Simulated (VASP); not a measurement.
Wanted: the native input for a VASP 6.6.1 run.

- Task: single point
- Functional: PBE
- Potentials or basis: VASP PAW PBE potentials, release 64 (Li_sv, Zr_sv, N)
- Cutoff: 520 eV
- k mesh: 6 × 6 × 6
- Occupations: gaussian, width 0.1 eV
- Spin: no spin polarisation
- Dipole correction: no
- Further INCAR settings: ALGO = Normal; EDIFF = 1e-06; NBANDS = 24

The structure of Li3ZrN2 lies in POSCAR:

```
Li3ZrN2
1.0
   -2.1396519800      2.1396519800      4.7271626200
    2.1396519800     -2.1396519800      4.7271626200
    2.1396519800      2.1396519800     -4.7271626200
Li Zr N
3 1 2
Direct
    0.0000000000      0.0000000000      0.0000000000
    0.2500000000      0.7500000000      0.5000000000
    0.7500000000      0.2500000000      0.5000000000
    0.5000000000      0.5000000000      0.0000000000
    0.2001489000      0.2001489000      0.0000000000
    0.7998511000      0.7998511000      0.0000000000
```

The cell was generated, and may not be a known phase.

These files were run (other wordings do the same):

INCAR

```
SYSTEM = Li3ZrN2
PREC     = Accurate       ! precision mode
ENCUT    = 520            ! plane-wave cutoff, eV
EDIFF    = 1E-6           ! SCF threshold, eV
ISMEAR   = 0              ! smearing method
SIGMA    = 0.1            ! smearing width, eV
LREAL    = .FALSE.        ! projectors in reciprocal space
LASPH    = .TRUE.         ! aspherical terms in the spheres
NELM     = 100            ! most SCF steps
ALGO     = Normal         ! electronic algorithm
ISIF     = 2              ! what is computed and relaxed
LWAVE    = .FALSE.        ! write WAVECAR
LCHARG   = .FALSE.        ! write CHGCAR
GGA      = PE             ! functional
NBANDS   = 24             ! bands
```

KPOINTS

```
Automatic mesh
0
G
  6 6 6
  0 0 0
```

Potentials or basis: VASP PAW PBE potentials, release 64 (Li_sv, Zr_sv, N).

Run with:

```bash
$ cat potpaw_PBE.64/Li_sv/POTCAR potpaw_PBE.64/Zr_sv/POTCAR potpaw_PBE.64/N/POTCAR > POTCAR
$ mpirun -np 1 vasp_std > vasp.out
```

Results of the run:

```json
{"Largest force": "0.408 eV/Å", "Band gap on the k mesh": "zero (an odd number of electrons rules out a gap without spin polarisation)"}
```

Wall time 3.3 min on 1 thread of Intel(R) Xeon(R) Platinum 8124M CPU @ 3.00GHz (Skylake/Cascade Lake) (shared host), peak memory 0.28 GiB.
